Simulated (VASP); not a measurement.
# NiSb (P6_3/mmc) in VASP: notebook

NiSb is run at these levels: PBE; tasks: single point.

Program: VASP 6.6.1. These are calculated values, not measurements. Logs are shortened: lines on timing, memory, paths and dates and some standing lists are left out, and cuts for length are marked.

## 1. The cell of the first run

The structure is hexagonal, space group P6_3/mmc (No. 194). Conventional cell: a = 3.928 Å, b = 3.928 Å, c = 5.120 Å, α = 90.00°, β = 90.00°, γ = 120.00°. Ni (site symmetry -3m) has 2 Ni at 2.56 Å and 6 Sb at 2.60 Å within 3.4 Å. Sb (site symmetry -6m2) has 6 Ni at 2.60 Å and 6 Sb at 3.42 Å within 3.5 Å.

## 2. Single point, PBE, collinear spin, zero start

File INCAR:

```
PREC     = Accurate       # precision mode
ENCUT    = 520            # plane-wave cutoff, eV
EDIFF    = 1E-6           # SCF threshold, eV
ISMEAR   = -1             # smearing method
SIGMA    = 0.05           # smearing width, eV
LREAL    = F              # projectors in reciprocal space
LASPH    = T              # aspherical terms in the spheres
NELM     = 150            # most SCF steps
ALGO     = Normal         # electronic algorithm
ISIF     = 2              # what is computed and relaxed
LWAVE    = F              # write WAVECAR
LCHARG   = F              # write CHGCAR
ISPIN    = 2              # spin polarisation
MAGMOM   = 0 0 0 0        # initial moments
LORBIT   = 11             # projections on sites
NUPDOWN  = 0.0            # fixed moment
LMAXMIX  = 4              # l up to which the mixer works
GGA      = PE             # functional
NBANDS   = 27             # bands
```

File KPOINTS:

```
Automatic mesh
0
Gamma
  10 10 7
```

File POSCAR:

```
NiSb
1.0
    3.9280000000      0.0000000000      0.0000000000
   -1.9640000000      3.4017477861      0.0000000000
    0.0000000000      0.0000000000      5.1200000000
Ni Sb
2 2
Direct
    0.0000000000      0.0000000000      0.0000000000
    0.0000000000      0.0000000000      0.5000000000
    0.3333333333      0.6666666667      0.2500000000
    0.6666666667      0.3333333333      0.7500000000
```

Potentials or basis: VASP PAW PBE potentials, release 64 (Ni, Sb).

Run with:

```console
$ cat potpaw_PBE.64/Ni/POTCAR potpaw_PBE.64/Sb/POTCAR > POTCAR
$ mpirun -np 1 vasp_std > vasp.out
```

OUTCAR:

```text
PREC = Accurate
   ENCUT = 520
   EDIFF = 1E-6
   ISMEAR = -1
   LREAL = F
   LASPH = T
   NELM = 150
   ISIF = 2
   ISPIN = 2
   LORBIT = 11
   NUPDOWN = 0.0
   GGA = PE

 ion  position               nearest neighbor table
   1  0.000  0.000  0.000-   2 2.56   2 2.56   4 2.60   3 2.60   4 2.60   3 2.60   4 2.60   3 2.60

   2  0.000  0.000  0.500-   1 2.56   1 2.56   4 2.60   3 2.60   4 2.60   3 2.60   4 2.60   3 2.60

   3  0.333  0.667  0.250-   1 2.60   2 2.60   1 2.60   2 2.60   1 2.60   2 2.60   4 3.42   4 3.42
                             4 3.42   4 3.42   4 3.42   4 3.42
   4  0.667  0.333  0.750-   1 2.60   2 2.60   1 2.60   2 2.60   1 2.60   2 2.60   3 3.42   3 3.42
                             3 3.42   3 3.42   3 3.42   3 3.42

  LATTYP: Found a hexagonal cell.
 ALAT       =     3.9280000000
 C/A-ratio  =     1.3034623218

  Lattice vectors:

 A1 = (   3.9280000000,   0.0000000000,   0.0000000000)
 A2 = (  -1.9640000000,   3.4017477861,   0.0000000000)
 A3 = (   0.0000000000,   0.0000000000,   5.1200000000)

Analysis of symmetry for initial positions (statically):
=====================================================================
 Subroutine PRICEL returns:
 Original cell was already a primitive cell.

 Routine SETGRP: Setting up the symmetry group for a
 hexagonal supercell.

 Subroutine GETGRP returns: Found 24 space group operations
 (whereof 12 operations were pure point group operations)
 out of a pool of 24 trial point group operations.

The static configuration has the point symmetry D_3d.
 The point group associated with its full space group is D_6h.

Analysis of symmetry for dynamics (positions and initial velocities):
=====================================================================
 Subroutine PRICEL returns:
 Original cell was already a primitive cell.

 Routine SETGRP: Setting up the symmetry group for a
 hexagonal supercell.

 Subroutine GETGRP returns: Found 24 space group operations
 (whereof 12 operations were pure point group operations)
 out of a pool of 24 trial point group operations.

The dynamic configuration has the point symmetry D_3d.
 The point group associated with its full space group is D_6h.

Analysis of structural, dynamic, and magnetic symmetry:
=====================================================================
 Subroutine PRICEL returns:
 Original cell was already a primitive cell.

 Routine SETGRP: Setting up the symmetry group for a
 hexagonal supercell.

 Subroutine GETGRP returns: Found 24 space group operations
 (whereof 12 operations were pure point group operations)
 out of a pool of 24 trial point group operations.

The overall configuration has the point symmetry D_3d.
 The point group associated with its full space group is D_6h.

 Subroutine INISYM returns: Found 24 space group operations
 (whereof 12 operations are pure point group operations),
 and found     1 'primitive' translations

----------------------------------------------------------------------------------------

                                     Primitive cell

  volume of cell :      68.4138

  direct lattice vectors                    reciprocal lattice vectors
     3.928000000  0.000000000  0.000000000     0.254582485  0.146983266  0.000000000
    -1.964000000  3.401747786  0.000000000     0.000000000  0.293966532  0.000000000
     0.000000000  0.000000000  5.120000000     0.000000000  0.000000000  0.195312500

  length of vectors
     3.928000000  3.928000000  5.120000000     0.293966532  0.293966532  0.195312500

  position of ions in fractional coordinates (direct lattice)
     0.000000000  0.000000000  0.000000000
     0.000000000  0.000000000  0.500000000
     0.333333333  0.666666667  0.250000000
     0.666666667  0.333333333  0.750000000

  ion indices of the primitive-cell ions
   primitive index   ion index
                 1           1
                 2           2
                 3           3
                 4           4

----------------------------------------------------------------------------------------

 KPOINTS: Automatic mesh

Automatic generation of k-mesh.
 Grid dimensions read from file:
 generate k-points for:   10   10    7
[... 22 lines left out ...]
  0.100000  0.000000  0.000000      6.000000
  0.200000  0.000000  0.000000      6.000000
  0.300000  0.000000  0.000000      6.000000
  0.400000  0.000000  0.000000      6.000000
  0.500000  0.000000  0.000000      3.000000
[... 16 lines left out ...]
  0.300000  0.100000  0.142857     24.000000
  0.400000  0.100000  0.142857     24.000000
 [... further k-points ...]
   k-points           NKPTS =     56   k-points in BZ     NKDIM =     56   number of bands    NBANDS=     27
   number of dos      NEDOS =    301   number of ions     NIONS =      4
   total plane-waves  NPLWV =  36000
   dimension x,y,z NGX =    30 NGY =   30 NGZ =   40
   dimension x,y,z NGXF=    60 NGYF=   60 NGZF=   80
   ions per type =               2   2
   NGX,Y,Z   is equivalent  to a cutoff of  12.70, 12.70, 12.99 a.u.
   NGXF,Y,Z  is equivalent  to a cutoff of  25.39, 25.39, 25.98 a.u.
 SYSTEM =  unknown system
   PREC   = accura    normal or accurate (medium, high low for compatibility)
   ISTART =      0    job   : 0-new  1-cont  2-samecut
   ICHARG =      2    charge: 1-file 2-atom 10-const
   ISPIN  =      2    spin polarized calculation?
   LNONCOLLINEAR =      F non collinear calculations
   LSORBIT =      F    spin-orbit coupling
   LASPH  =      T    aspherical Exc in radial PAW
   ENCUT  =  520.0 eV  38.22 Ry    6.18 a.u.   7.30  7.30  9.52*2*pi/ulx,y,z
   NELM   =    150;   NELMIN=  2; NELMDL= -5     # of ELM steps
   EDIFF  = 0.1E-05   stopping-criterion for ELM
   LREAL  =      F    real-space projection
   EDIFFG = 0.1E-04   stopping-criterion for IOM
   NSW    =      0    number of steps for IOM
   IBRION =     -1    ionic relax: 0-MD 1-quasi-New 2-CG
   NFREE  =      0    steps in history (QN), initial steepest desc. (CG)
   ISIF   =      2    stress and relaxation
   ISYM   =      2    0-nonsym 1-usesym 2-fastsym
   POTIM  = 0.5000    time-step for ionic-motion
   TEBEG  =    0.0;   TEEND  =   0.0 temperature during run
   PSTRESS=    0.0 pullay stress
   NELECT =      30.0000    total number of electrons
   NUPDOWN=       0.0000    fix difference up-down
   EMIN   =  10.00;   EMAX   =-10.00  energy-range for DOS
   EFERMI =   0.00;   METHOD = LEGACY
   ISMEAR =    -1;   SIGMA  =   0.05  broadening in eV -4-tet -1-fermi 0-gaus
   EFERMI_NEDOS =   21; number of points for ismear=-14 and -15
   IALGO  =     38    algorithm
   IMIX   =      4    mixing-type and parameters
     AMIX     =   0.40;   BMIX     =  1.00
     AMIX_MAG =   1.60;   BMIX_MAG =  1.00
  volume/ion in A,a.u.               =      17.10       115.42
  Fermi-wavevector in a.u.,A,eV,Ry     =   1.243753  2.350352 21.047138  1.546921
  Thomas-Fermi vector in A             =   2.378050
   LORBIT       =     11    0 simple, 1 ext, 2 COOP (PROOUT), +10 PAW based schemes
   GGA     = PE    functional components
   LHFCALC =     F    Hartree Fock is set to
   AEXX    =    0.0000 exact exchange contribution
   IVDW    =     0    specifies the selected vdW correction
   LEPSILON=     F    determine dielectric tensor
   LRPA    =     F    only Hartree local field effects (RPA)
 spin polarized calculation
  energy-cutoff  :      520.00
  volume of cell :       68.41
 maximum number of plane-waves:      1860
 NGX is ok and might be reduce to    30
   NGX = 15   NGY = 15   NGZ = 19

 number of electron      30.0000034 magnetization       0.0000000

 number of electron      30.0000034 magnetization      -0.0000000

 Free energy of the ion-electron system (eV)
  ---------------------------------------------------
  ext. energy  EPLUGINS =         0.00000000
  ---------------------------------------------------
  free energy    TOTEN  =       -20.29184171 eV

  energy without entropy =      -20.27303389  energy(sigma->0) =      -20.28243780

 E-fermi :  10.0428     XC(G=0): -11.5315

 val. band max:       10.0304326726   @ k =   0.4000   0.0000   0.1429
 cond. band min:      10.0440711151   @ k =   0.2000   0.2000   0.2857
 fundamental gap:      0.0136384424
 Fermi energy:        10.0428496615

 spin component 1

 k-point     1 :       0.0000    0.0000    0.0000
  band No.  band energies     occupation
      1      -2.9315      1.00000
      2       1.6367      1.00000
      3       3.8013      1.00000
      4       6.1238      1.00000
      5       6.1238      1.00000
      6       6.8887      1.00000
[... 709 lines left out ...]
     26      22.7931      0.00000
     27      23.3395      0.00000

 [... further k-points ...]

 spin component 2

 k-point     1 :       0.0000    0.0000    0.0000
  band No.  band energies     occupation
      1      -2.9315      1.00000
      2       1.6367      1.00000
      3       3.8013      1.00000
      4       6.1238      1.00000
      5       6.1238      1.00000
      6       6.8887      1.00000
[... 709 lines left out ...]
     26      22.7931      0.00000
     27      23.3379      0.00000

 [... further k-points ...]

------------------------ aborting loop because EDIFF is reached ----------------------------------------

  FORCE on cell =-STRESS in cart. coord.  units (eV):
  Direction    XX          YY          ZZ          XY          YZ          ZX
  --------------------------------------------------------------------------------------
  -------------------------------------------------------------------------------------
  Total        1.6230669      1.6230669      1.4998771     -0.0000000      0.0000000      0.0000000
  in kB       38.0104893     38.0104893     35.1255147     -0.0000000      0.0000000      0.0000000
  external PRESSURE =      37.0488311 kB  Pullay stress =       0.0000000 kB

 VOLUME and BASIS-vectors are now :
 -----------------------------------------------------------------------------
  energy-cutoff  :      520.00
  volume of cell :       68.41
      direct lattice vectors                 reciprocal lattice vectors
     3.928000000  0.000000000  0.000000000     0.254582485  0.146983266  0.000000000
    -1.964000000  3.401747786  0.000000000     0.000000000  0.293966532  0.000000000
     0.000000000  0.000000000  5.120000000     0.000000000  0.000000000  0.195312500

 POSITION                                       TOTAL-FORCE (eV/Angst)
 -----------------------------------------------------------------------------------
      0.00000      0.00000      0.00000         0.000000      0.000000     -0.000000
      0.00000      0.00000      2.56000         0.000000      0.000000     -0.000000
     -0.00000      2.26783      1.28000         0.000000      0.000000     -0.000000
      1.96400      1.13392      3.84000        -0.000000     -0.000000      0.000000
 -----------------------------------------------------------------------------------
    total drift:                                0.000000     -0.000000     -0.000000

  FREE ENERGIE OF THE ION-ELECTRON SYSTEM (eV)
  ---------------------------------------------------
  free  energy   TOTEN  =       -20.2918417072 eV

  energy  without entropy=      -20.2730338887  energy(sigma->0) =      -20.28243780

 total charge

# of ion       s       p       d       tot
------------------------------------------
    1        0.450   0.486   8.466   9.403
    2        0.450   0.486   8.466   9.403
    3        1.132   1.224   0.076   2.431
    4        1.132   1.224   0.076   2.431
--------------------------------------------------
tot          3.164   3.420  17.084  23.668

 magnetization (x)

# of ion       s       p       d       tot
------------------------------------------
    1        0.000   0.000  -0.000  -0.000
    2        0.000   0.000  -0.000  -0.000
    3        0.000   0.000   0.000   0.000
    4        0.000   0.000   0.000   0.000
--------------------------------------------------
tot          0.000   0.000  -0.000   0.000
```

Wall time 94 s (1 thread of Intel Xeon 6975P-C (Granite Rapids), shared host); peak memory 0.31 GiB.

What came out:

| Property | Result |
| --- | --- |
| Free energy | -20.2918 eV |
| Pressure | 3.7 GPa |
| Net moment | 0.00 μB per cell |
| Valence electrons inside the program's atomic spheres | Ni 9.40; Sb 2.43 |

Caveat: the cell stands under pressure; spin-orbit coupling is left out, which moves the levels of the heavy elements; the total moment is fixed, so each spin has its own Fermi level.

(Part 1 of 2 ends here.)
